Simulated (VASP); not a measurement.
# WSe4 (I-43m) in VASP: notebook

The runs below take WSe4 through single point, relaxation of cell and atoms, with PBE.

Everything below comes from runs of VASP 6.6.1. Logs are shortened: lines on timing, memory, paths and dates and some standing lists are left out, and cuts for length are marked.

### 1 The cell of the first run

The structure is cubic, space group I-43m (No. 217). The conventional cell has a = 6.678 Å, b = 6.678 Å, c = 6.678 Å, α = 90.00°, β = 90.00°, γ = 90.00°. W (site symmetry -43m) has 4 Se at 2.14 Å within 2.8 Å. Within 2.8 Å of Se (site symmetry 3m) lie 1 W at 2.14 Å.

### 2 Single point, PBE, collinear spin, zero start

File INCAR:

```
SYSTEM = WSe4
PREC     = Accurate       ! precision mode
ENCUT    = 520            ! plane-wave cutoff, eV
EDIFF    = 1E-6           ! SCF threshold, eV
ISMEAR   = 0              ! smearing method
SIGMA    = 0.1            ! smearing width, eV
LREAL    = .FALSE.        ! projectors in reciprocal space
LASPH    = .TRUE.         ! aspherical terms in the spheres
NELM     = 150            ! most SCF steps
ALGO     = Normal         ! electronic algorithm
ISIF     = 2              ! what is computed and relaxed
LWAVE    = .FALSE.        ! write WAVECAR
LCHARG   = .FALSE.        ! write CHGCAR
ISPIN    = 2              ! spin polarisation
MAGMOM   = 0 0 0 0 0      ! initial moments
LORBIT   = 11             ! projections on sites
LMAXMIX  = 4              ! l up to which the mixer works
GGA      = PE             ! functional
NBANDS   = 31             ! bands
```

File KPOINTS:

```
regular mesh
0
G
  4 4 4
  0 0 0
```

File POSCAR:

```
WSe4
1.0
   -3.3388773100      3.3388773100      3.3388773100
    3.3388773100     -3.3388773100      3.3388773100
    3.3388773100      3.3388773100     -3.3388773100
W Se
1 4
Direct
    0.0000000000      0.0000000000      0.0000000000
    0.0000000000      0.6305807800      0.0000000000
    0.3694192200      0.3694192200      0.3694192200
    0.0000000000      0.0000000000      0.6305807800
    0.6305807800      0.0000000000      0.0000000000
```

Potentials or basis: VASP PAW PBE potentials, release 64 (W_sv, Se).

Launch:

```sh
cat potpaw_PBE.64/W_sv/POTCAR potpaw_PBE.64/Se/POTCAR > POTCAR
mpirun -np 1 vasp_std > vasp.out
```

OUTCAR:

```text
SYSTEM = WSe4
   PREC = Accurate
   ENCUT = 520
   EDIFF = 1E-6
   ISMEAR = 0
   LREAL = .FALSE.
   LASPH = .TRUE.
   NELM = 150
   ISIF = 2
   ISPIN = 2
   LORBIT = 11
   GGA = PE

 ion  position               nearest neighbor table
   1  0.000  0.000  0.000-   2 2.14   3 2.14   4 2.14   5 2.14
   2  0.000  0.631  0.000-   1 2.14
   3  0.369  0.369  0.369-   1 2.14
   4  0.000  0.000  0.631-   1 2.14
   5  0.631  0.000  0.000-   1 2.14

  LATTYP: Found a body centered cubic cell.
 ALAT       =     6.6777546200

  Lattice vectors:

 A1 = (  -3.3388773100,   3.3388773100,   3.3388773100)
 A2 = (   3.3388773100,  -3.3388773100,   3.3388773100)
 A3 = (   3.3388773100,   3.3388773100,  -3.3388773100)

Analysis of symmetry for initial positions (statically):
=====================================================================
 Subroutine PRICEL returns:
 Original cell was already a primitive cell.

 Routine SETGRP: Setting up the symmetry group for a
 body centered cubic supercell.

 Subroutine GETGRP returns: Found 24 space group operations
 (whereof 24 operations were pure point group operations)
 out of a pool of 48 trial point group operations.

The static configuration has the point symmetry T_d .

Analysis of symmetry for dynamics (positions and initial velocities):
=====================================================================
 Subroutine PRICEL returns:
 Original cell was already a primitive cell.

 Routine SETGRP: Setting up the symmetry group for a
 body centered cubic supercell.

 Subroutine GETGRP returns: Found 24 space group operations
 (whereof 24 operations were pure point group operations)
 out of a pool of 48 trial point group operations.

The dynamic configuration has the point symmetry T_d .

Analysis of structural, dynamic, and magnetic symmetry:
=====================================================================
 Subroutine PRICEL returns:
 Original cell was already a primitive cell.

 Routine SETGRP: Setting up the symmetry group for a
 body centered cubic supercell.

 Subroutine GETGRP returns: Found 24 space group operations
 (whereof 24 operations were pure point group operations)
 out of a pool of 48 trial point group operations.

The overall configuration has the point symmetry T_d .

 Subroutine INISYM returns: Found 24 space group operations
 (whereof 24 operations are pure point group operations),
 and found     1 'primitive' translations

----------------------------------------------------------------------------------------

                                     Primitive cell

  volume of cell :     148.8886

  direct lattice vectors                    reciprocal lattice vectors
    -3.338877310  3.338877310  3.338877310     0.000000000  0.149750935  0.149750935
     3.338877310 -3.338877310  3.338877310     0.149750935  0.000000000  0.149750935
     3.338877310  3.338877310 -3.338877310     0.149750935  0.149750935  0.000000000

  length of vectors
     5.783105141  5.783105141  5.783105141     0.211779804  0.211779804  0.211779804

  position of ions in fractional coordinates (direct lattice)
     0.000000000  0.000000000  0.000000000
     0.000000000  0.630580780  0.000000000
     0.369419220  0.369419220  0.369419220
     0.000000000  0.000000000  0.630580780
     0.630580780  0.000000000  0.000000000

  ion indices of the primitive-cell ions
   primitive index   ion index
                 1           1
                 2           2
                 3           3
                 4           4
                 5           5

----------------------------------------------------------------------------------------

 KPOINTS: regular mesh

Automatic generation of k-mesh.
 Grid dimensions read from file:
 generate k-points for:    4    4    4

 Generating k-lattice:

  Cartesian coordinates                     Fractional coordinates (reciprocal lattice)
     0.000000000  0.037437734  0.037437734     0.250000000  0.000000000  0.000000000
     0.037437734  0.000000000  0.037437734     0.000000000  0.250000000  0.000000000
     0.037437734  0.037437734  0.000000000     0.000000000  0.000000000  0.250000000

  Length of vectors
     0.052944951  0.052944951  0.052944951

  Shift w.r.t. Gamma in fractional coordinates (k-lattice)
     0.000000000  0.000000000  0.000000000

 Subroutine IBZKPT returns following result:
 ===========================================

 Found      8 irreducible k-points:

 Following reciprocal coordinates:
            Coordinates               Weight
  0.000000  0.000000  0.000000      1.000000
  0.250000  0.000000  0.000000     12.000000
  0.500000  0.000000  0.000000      6.000000
  0.250000  0.250000  0.000000     24.000000
  0.250000  0.250000  0.250000      2.000000
 -0.250000  0.250000  0.250000      6.000000
  0.500000  0.500000  0.250000     12.000000
  0.500000  0.500000  0.500000      1.000000
   k-points           NKPTS =      8   k-points in BZ     NKDIM =      8   number of bands    NBANDS=     31
   number of dos      NEDOS =    301   number of ions     NIONS =      5
   total plane-waves  NPLWV = 110592
   dimension x,y,z NGX =    48 NGY =   48 NGZ =   48
   dimension x,y,z NGXF=    96 NGYF=   96 NGZF=   96
   ions per type =               1   4
   NGX,Y,Z   is equivalent  to a cutoff of  13.80, 13.80, 13.80 a.u.
   NGXF,Y,Z  is equivalent  to a cutoff of  27.60, 27.60, 27.60 a.u.
 SYSTEM =  WSe4
   PREC   = accura    normal or accurate (medium, high low for compatibility)
   ISTART =      0    job   : 0-new  1-cont  2-samecut
   ICHARG =      2    charge: 1-file 2-atom 10-const
   ISPIN  =      2    spin polarized calculation?
   LNONCOLLINEAR =      F non collinear calculations
   LSORBIT =      F    spin-orbit coupling
   LASPH  =      T    aspherical Exc in radial PAW
   ENCUT  =  520.0 eV  38.22 Ry    6.18 a.u.  10.75 10.75 10.75*2*pi/ulx,y,z
   NELM   =    150;   NELMIN=  2; NELMDL= -5     # of ELM steps
   EDIFF  = 0.1E-05   stopping-criterion for ELM
   LREAL  =      F    real-space projection
   EDIFFG = 0.1E-04   stopping-criterion for IOM
   NSW    =      0    number of steps for IOM
   IBRION =     -1    ionic relax: 0-MD 1-quasi-New 2-CG
   NFREE  =      0    steps in history (QN), initial steepest desc. (CG)
   ISIF   =      2    stress and relaxation
   ISYM   =      2    0-nonsym 1-usesym 2-fastsym
   POTIM  = 0.5000    time-step for ionic-motion
   TEBEG  =    0.0;   TEEND  =   0.0 temperature during run
   PSTRESS=    0.0 pullay stress
   NELECT =      38.0000    total number of electrons
   NUPDOWN=      -1.0000    fix difference up-down
   EMIN   =  10.00;   EMAX   =-10.00  energy-range for DOS
   EFERMI =   0.00;   METHOD = LEGACY
   ISMEAR =     0;   SIGMA  =   0.10  broadening in eV -4-tet -1-fermi 0-gaus
   EFERMI_NEDOS =   21; number of points for ismear=-14 and -15
   IALGO  =     38    algorithm
   IMIX   =      4    mixing-type and parameters
     AMIX     =   0.40;   BMIX     =  1.00
     AMIX_MAG =   1.60;   BMIX_MAG =  1.00
  volume/ion in A,a.u.               =      29.78       200.95
  Fermi-wavevector in a.u.,A,eV,Ry     =   1.038442  1.962371 14.672002  1.078362
  Thomas-Fermi vector in A             =   2.172926
   LORBIT       =     11    0 simple, 1 ext, 2 COOP (PROOUT), +10 PAW based schemes
   GGA     = PE    functional components
   LHFCALC =     F    Hartree Fock is set to
   AEXX    =    0.0000 exact exchange contribution
   IVDW    =     0    specifies the selected vdW correction
   LEPSILON=     F    determine dielectric tensor
   LRPA    =     F    only Hartree local field effects (RPA)
 spin polarized calculation
 Gauss-broadening in eV      SIGMA  =   0.10
  energy-cutoff  :      520.00
  volume of cell :      148.89
 maximum number of plane-waves:      4093
 NGX is ok and might be reduce to    48
   NGX = 21   NGY = 21   NGZ = 21

 number of electron      38.0000000 magnetization       0.0000113

 number of electron      38.0000000 magnetization      -0.0000011

 Free energy of the ion-electron system (eV)
  ---------------------------------------------------
  ext. energy  EPLUGINS =         0.00000000
  ---------------------------------------------------
  free energy    TOTEN  =       -23.89292305 eV

  energy without entropy =      -23.87641705  energy(sigma->0) =      -23.88467005

 E-fermi :   1.4449     XC(G=0):  -8.4693

 val. band max:        1.2616033284   @ k =   0.2500   0.2500   0.0000
 cond. band min:       1.4799864067   @ k =   0.5000   0.5000   0.2500
 fundamental gap:      0.2183830783
 Fermi energy:         1.4449191779

 spin component 1

 k-point     1 :       0.0000    0.0000    0.0000
  band No.  band energies     occupation
      1     -71.6501      1.00000
      2     -36.2218      1.00000
      3     -36.2218      1.00000
      4     -36.2218      1.00000
      5     -11.7667      1.00000
      6     -10.1992      1.00000
[... 261 lines left out ...]
     30      11.3320      0.00000
     31      11.3320      0.00000
 Fermi energy:         1.4449191779

 spin component 2

 k-point     1 :       0.0000    0.0000    0.0000
  band No.  band energies     occupation
      1     -71.6501      1.00000
      2     -36.2218      1.00000
      3     -36.2218      1.00000
      4     -36.2218      1.00000
      5     -11.7667      1.00000
      6     -10.1992      1.00000
[... 261 lines left out ...]
     30      11.3320      0.00000
     31      11.3320      0.00000

------------------------ aborting loop because EDIFF is reached ----------------------------------------

  FORCE on cell =-STRESS in cart. coord.  units (eV):
  Direction    XX          YY          ZZ          XY          YZ          ZX
  --------------------------------------------------------------------------------------
  -------------------------------------------------------------------------------------
  Total       18.8478220     18.8478220     18.8478220      0.0000000     -0.0000000      0.0000000
  in kB      202.8198142    202.8198142    202.8198142      0.0000000     -0.0000000      0.0000000
  external PRESSURE =     202.8198142 kB  Pullay stress =       0.0000000 kB

 VOLUME and BASIS-vectors are now :
 -----------------------------------------------------------------------------
  energy-cutoff  :      520.00
  volume of cell :      148.89
      direct lattice vectors                 reciprocal lattice vectors
    -3.338877310  3.338877310  3.338877310     0.000000000  0.149750935  0.149750935
     3.338877310 -3.338877310  3.338877310     0.149750935  0.000000000  0.149750935
     3.338877310  3.338877310 -3.338877310     0.149750935  0.149750935  0.000000000

 POSITION                                       TOTAL-FORCE (eV/Angst)
 -----------------------------------------------------------------------------------
      0.00000      0.00000      0.00000         0.000000     -0.000000     -0.000000
      2.10543     -2.10543      2.10543        -3.462732      3.462732     -3.462732
      1.23345      1.23345      1.23345         3.462732      3.462732      3.462732
      2.10543      2.10543     -2.10543        -3.462732     -3.462732      3.462732
     -2.10543      2.10543      2.10543         3.462732     -3.462732     -3.462732
 -----------------------------------------------------------------------------------
    total drift:                               -0.000003     -0.000003     -0.000004

  FREE ENERGIE OF THE ION-ELECTRON SYSTEM (eV)
  ---------------------------------------------------
  free  energy   TOTEN  =       -23.8929230508 eV

  energy  without entropy=      -23.8764170508  energy(sigma->0) =      -23.88467005

 total charge

# of ion       s       p       d       tot
------------------------------------------
    1        2.508   6.434   3.877  12.819
    2        1.501   2.366   0.056   3.924
    3        1.501   2.366   0.056   3.924
    4        1.501   2.366   0.056   3.924
    5        1.501   2.366   0.056   3.924
--------------------------------------------------
tot          8.513  15.900   4.102  28.514

 magnetization (x)

# of ion       s       p       d       tot
------------------------------------------
    1        0.000   0.000   0.000   0.000
    2        0.000   0.000   0.000   0.000
    3        0.000   0.000   0.000   0.000
    4        0.000   0.000   0.000   0.000
    5        0.000   0.000   0.000   0.000
--------------------------------------------------
tot          0.000   0.000   0.000   0.000
```

It took 57 s on 1 thread of Intel Xeon 6975P-C (Granite Rapids), shared host; peak memory 0.41 GiB.

Results:

| Quantity | Value |
| --- | --- |
| Free energy | -23.8929 eV |
| Pressure | 20.3 GPa |
| Largest force | 5.998 eV/Å |
| Band gap on the k mesh | zero (filled and empty bands overlap) |
| Net moment | 0.00 μB per cell |
| Valence electrons inside the program's atomic spheres | W 12.82; Se 3.92 |

Forces on the atoms (eV/Å):
```
W    0.000  0.000  0.000
Se  -3.463  3.463 -3.463
Se   3.463  3.463  3.463
Se  -3.463 -3.463  3.463
Se   3.463 -3.463 -3.463
```

Caveat: spin-orbit coupling is left out, which moves the levels of the heavy elements; forces of over 1 eV/Å act on the atoms, so gaps and moduli don't describe the material at rest.

### 3 Single point, PBE

This run uses another cell than the first one, of 34.96 Å³/atom, 1.174 times its volume.

File INCAR:

```
SYSTEM = WSe4
PREC = Accurate
ENCUT = 520
EDIFF = 1E-6
ISMEAR = 0
SIGMA = 0.1
LREAL = .FALSE.
LASPH = .TRUE.
NELM = 60
ALGO = Normal
ISIF = 2
LWAVE = .FALSE.
LCHARG = .FALSE.
GGA = PE
NBANDS = 27
```

File KPOINTS:

```
Automatic mesh
0
G
  8 8 8
  0 0 0
```

File POSCAR:

```
WSe4
1.0
   -3.5222340612      3.5222340612      3.5222340612
    3.5222340612     -3.5222340612      3.5222340612
    3.5222340612      3.5222340612     -3.5222340612
W Se
1 4
Direct
    0.0000000000      0.0000000000      0.0000000000
    0.0000000000      0.6178090492      0.0000000000
    0.3821909508      0.3821909508      0.3821909508
    0.0000000000      0.0000000000      0.6178090492
    0.6178090492      0.0000000000      0.0000000000
```

Potentials or basis: VASP PAW PBE potentials, release 64 (W_sv, Se).

Launch:

```sh
cat potpaw_PBE.64/W_sv/POTCAR potpaw_PBE.64/Se/POTCAR > POTCAR
mpirun -np 1 vasp_std > vasp.out
```

Wall time 68 s (1 thread of Intel Xeon 6975P-C (Granite Rapids), shared host); peak memory 0.38 GiB.

The run converged. Its results:

```
Free energy            : -26.1069 eV
Pressure               : 0.1 GPa
Largest force          : 0.034 eV/Å
Band gap on the k mesh : zero (band 19 reaches 1.07 eV, above the bottom of band 20 at -0.95 eV)
```

Forces in eV/Å, atoms in the order of the input:
```
W    0.000  0.000  0.000
Se  -0.019  0.019 -0.019
Se   0.019  0.019  0.019
Se  -0.019 -0.019  0.019
Se   0.019 -0.019 -0.019
```

Levels at points of the mesh, in eV from the Fermi level:
| k point | band 15 | band 16 | band 17 | band 18 | band 19 | band 20 | band 21 | band 22 | band 23 | band 24 |
| --- | --- | --- | --- | --- | --- | --- | --- | --- | --- | --- |
| (0.00, 0.00, 0.00) | -1.49 | -1.49 | -1.49 | -1.26 | -1.26 | -1.26 | 3.08 | 3.08 | 3.12 | 3.12 |
| (0.50, 0.00, 0.00) | -1.63 | -1.04 | -0.74 | -0.70 | -0.20 | 0.37 | 2.12 | 2.31 | 2.68 | 3.42 |
| (0.50, 0.50, 0.50) | -0.38 | -0.38 | -0.38 | 0.76 | 0.76 | 0.76 | 1.63 | 1.63 | 3.84 | 3.84 |

Caveat: spin-orbit coupling is left out, which moves the levels of the heavy elements.

### 4 Relaxation of cell and atoms, PBE

File INCAR:

```
ALGO = Normal
EDIFF = 1E-6
EDIFFG = -0.04
ENCUT = 600
GGA = PE
IBRION = 2
ISIF = 3
ISMEAR = 0
LASPH = T
LCHARG = F
LREAL = F
LWAVE = F
NELM = 60
NSW = 90
PREC = Accurate
SIGMA = 0.1
```

File KPOINTS:

```
k-points
0
Gamma
  4 4 4
```

File POSCAR:

```
WSe4
1.0
   -3.3388773100      3.3388773100      3.3388773100
    3.3388773100     -3.3388773100      3.3388773100
    3.3388773100      3.3388773100     -3.3388773100
W Se
1 4
Direct
    0.0000000000      0.0000000000      0.0000000000
    0.0000000000      0.6305807800      0.0000000000
    0.3694192200      0.3694192200      0.3694192200
    0.0000000000      0.0000000000      0.6305807800
    0.6305807800      0.0000000000      0.0000000000
```

Launch:

```sh
cat potpaw_PBE.64/W_sv/POTCAR potpaw_PBE.64/Se/POTCAR > POTCAR
mpirun -np 1 vasp_std > vasp.out
```

It took 3.2 min on 1 thread of Intel Xeon 6975P-C (Granite Rapids), shared host; peak memory 0.35 GiB.

The run converged. Its results:

| Property | Result |
| --- | --- |
| Free energy | -26.0913 eV |
| Relaxed volume | 34.04 Å³/atom |
| Relaxed cell | a = 6.047 Å, b = 6.047 Å, c = 6.047 Å, α = 109.47°, β = 109.47°, γ = 109.47° |
| Space group after relaxing (to 0.05 Å) | I-43m (No. 217) |
| Energy gained by relaxing | 439.6 meV/atom |
| Ionic steps | 9 |
| Pressure after relaxing | 0.2 GPa |
| Largest force after relaxing | 0.022 eV/Å |
| Band gap on the k mesh | zero (band 19 reaches 1.31 eV, above the bottom of band 20 at -0.85 eV) |

Forces on the atoms (eV/Å):
```
W    0.000  0.000  0.000
Se   0.012 -0.012  0.012
Se  -0.012 -0.012 -0.012
Se   0.012  0.012 -0.012
Se  -0.012  0.012  0.012
```

Step by step:
| step | energy change (eV) | largest force (eV/Å) | pressure (GPa) | volume (Å³) |
| --- | --- | --- | --- | --- |
| 1 | 0.0000 | 5.9970 | 20.28 | 148.89 |
| 2 | 3.8988 | 3.4797 | -10.52 | 245.79 |
| 3 | -2.1013 | 0.9205 | -2.77 | 175.69 |
| 4 | -2.1810 | 0.4177 | -1.08 | 171.86 |
| 5 | -2.1963 | 0.0514 | 0.14 | 169.38 |
| 6 | -2.1959 | 0.1168 | -0.09 | 169.81 |
| 7 | -2.1966 | 0.0107 | 0.32 | 169.43 |
| 8 | -2.1968 | 0.0246 | 0.21 | 169.53 |
| 9 | -2.1979 | 0.0215 | 0.18 | 170.20 |

Final structure:
```
W Se
1.0
    -3.49113    3.49113    3.49113
     3.49113   -3.49113    3.49113
     3.49113    3.49113   -3.49113
W Se
1 4
Cartesian
  0.0000 0.0000 0.0000
  2.1433 -2.1433 2.1433
  1.3479 1.3479 1.3479
  2.1433 2.1433 -2.1433
  -2.1433 2.1433 2.1433
```

Levels at points of the mesh, in eV from the Fermi level:
```
           k point  band 17  band 18  band 19  band 20  band 21  band 22
(0.00, 0.00, 0.00)    -1.47    -1.38    -1.38    -1.38     3.05     3.05
(0.50, 0.00, 0.00)    -0.81    -0.74    -0.24     0.39     2.05     2.26
(0.50, 0.50, 0.50)    -0.36     0.78     0.78     0.78     1.57     1.57
```

Caveat: spin-orbit coupling is left out, which moves the levels of the heavy elements.

### 5 The runs side by side

| task | spin | cell | k mesh | cutoff (eV) | gap on the mesh (eV) | pressure (GPa) | largest force (eV/Å) |
| --- | --- | --- | --- | --- | --- | --- | --- |
| single point | collinear, zero start | a = 5.783 Å, angles 109.5°, 5 atoms | 4 × 4 × 4 | 520 | none | 20.3 | 6.00 |
| single point | off | a = 6.101 Å, angles 109.5°, 5 atoms | 8 × 8 × 8 | 520 | none | 0.1 | 0.03 |
| relaxation of cell and atoms | off | relaxed from a = 5.783 Å, angles 109.5°, 5 atoms | 4 × 4 × 4 | 600 | none | 0.2 | 0.02 |

Alike in all rows: level PBE; potentials or basis VASP PAW PBE potentials, release 64 (W_sv, Se); smearing gaussian 0.1 eV.

Caveats: spin-orbit coupling is left out, which moves the levels of the heavy elements; forces of over 1 eV/Å act on the atoms, so gaps and moduli don't describe the material at rest (some runs).

Total energies depend on the potentials used, so only differences within one code and one set of settings carry meaning.
